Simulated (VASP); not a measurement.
Runs of VASP 6.6.1 on K2S. The structure is that of space group Fm-3m (No. 225), or close to it. The cells are those of the table. 

```csv
task,cell,gap on the mesh (eV),pressure (GPa)
relaxation of cell and atoms,"relaxed to 4 GPa from a = 5.237 Å, angles 60.0, 60.0, 90.0°, 3 atoms",3.12,4.0
single point,"a = 4.665 Å, angles 60.0, 60.0, 90.0°, 3 atoms",3.58,(c)
single point,"a = 4.783 Å, angles 60.0, 60.0, 90.0°, 3 atoms",3.45,10.2
single point,"a = 5.469 Å, angles 60.0, 60.0, 90.0°, 3 atoms",(d),-2.0
single point,"a = 5.095 Å, angles 60.0, 60.0, 90.0°, 3 atoms",(a),2.0
single point,"a = 4.992 Å, angles 60.0, 60.0, 90.0°, 3 atoms",3.12,4.1
relaxation of cell and atoms,"relaxed to 2 GPa from a = 5.237 Å, angles 60.0, 60.0, 90.0°, 3 atoms",(b),2.0
single point,"a = 4.874 Å, angles 60.0, 60.0, 90.0°, 3 atoms",3.31,7.1
```

Alike in all rows: level r2SCAN; potentials or basis VASP PAW PBE potentials, release 64 (K_sv, S); no spin polarisation; k mesh 6 × 6 × 6; cutoff (eV) 550; smearing gaussian 0.01 eV.

Task: Fill in the values left out.

Result: (a) 2.97; (b) 2.96; (c) 15.2; (d) 2.44.

Caveats: the PAW data sets were made with another functional, which shifts forces and pressure a little; the cell stands under pressure (at least some runs); the cell is relaxed towards a set pressure, so the run minimises the enthalpy, not the energy (at least some runs).

A k mesh can miss the band edges.
